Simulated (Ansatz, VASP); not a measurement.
**Ce: VASP beside Ansatz**

File POSCAR:

```
Ce
1.0
    0.0000000000      2.3390384114      2.3390384114
    2.3390384114      0.0000000000      2.3390384114
    2.3390384114      2.3390384114      0.0000000000
Ce
1
Direct
    0.0000000000      0.0000000000      0.0000000000
```

The input INCAR.step1:

```
SYSTEM = Ce
PREC = Accurate ; ENCUT = 520
ISMEAR = -1 ; SIGMA = 0.03
LREAL = .FALSE. ; LASPH = .TRUE.
NELM = 80 ; NBANDS = 12
GGA = PE ; ALGO = Normal
EDIFF = 1E-4 ; LWAVE = .TRUE.
LCHARG = .FALSE.
```

INCAR.step2

```
SYSTEM = Ce
PREC = Accurate ; ENCUT = 520
EDIFF = 1E-7 ; ISMEAR = -1
SIGMA = 0.03 ; LREAL = .FALSE.
LASPH = .TRUE. ; NELM = 80
ALGO = Normal ; ISIF = 2
LWAVE = .FALSE. ; LCHARG = .FALSE.
METAGGA = R2SCAN ; LMIXTAU = .TRUE.
NBANDS = 12 ; ISTART = 1
```

File KPOINTS:

```
regular mesh
0
G
  12 12 12
  0 0 0
```

Input for Ansatz:

```yaml
crystal:
  lattice:
    - [0.0, 2.3390384114, 2.3390384114]
    - [2.3390384114, 0.0, 2.3390384114]
    - [2.3390384114, 2.3390384114, 0.0]
  atoms:
    - { symbol: Ce, position: [0.0, 0.0, 0.0] }
hamiltonian:
  xc: r2scan
  pseudopotentials:
    kind: paw
    azcp:
      Ce: "pseudopotentials/Ce.paw.azcp"
basis:
  ecutwfc: 500
  fft_grid_basis: typed
kpoints:
  mp_grid: { grid: [12, 12, 12], shift: [0, 0, 0] }
magnetization:
  spin_polarized: false
scf:
  occupations: { method: fermi_dirac, width: 0.03 }
  lower_state_search: "off"
output:
  stress: true
```

Alike in both runs: task single point; functional r2SCAN; k mesh 12 × 12 × 12; occupations fermi-dirac, width 0.03 eV; no spin polarisation.

```csv
,VASP,Ansatz
version,VASP 6.6.1,Ansatz 0.2.0
potentials or method,"VASP PAW PBE potentials, release 64 (Ce), cutoff 520 eV","plane waves (500 eV) with PAW, scalar-relativistic"
valence electrons in the cell,12,12
```

```csv
,VASP,Ansatz,Ansatz less VASP
pressure (GPa),-0.8,-0.5,+0.27
```

VASP's potentials were made for PBE, not for r2SCAN.

Spin-orbit coupling is off throughout.
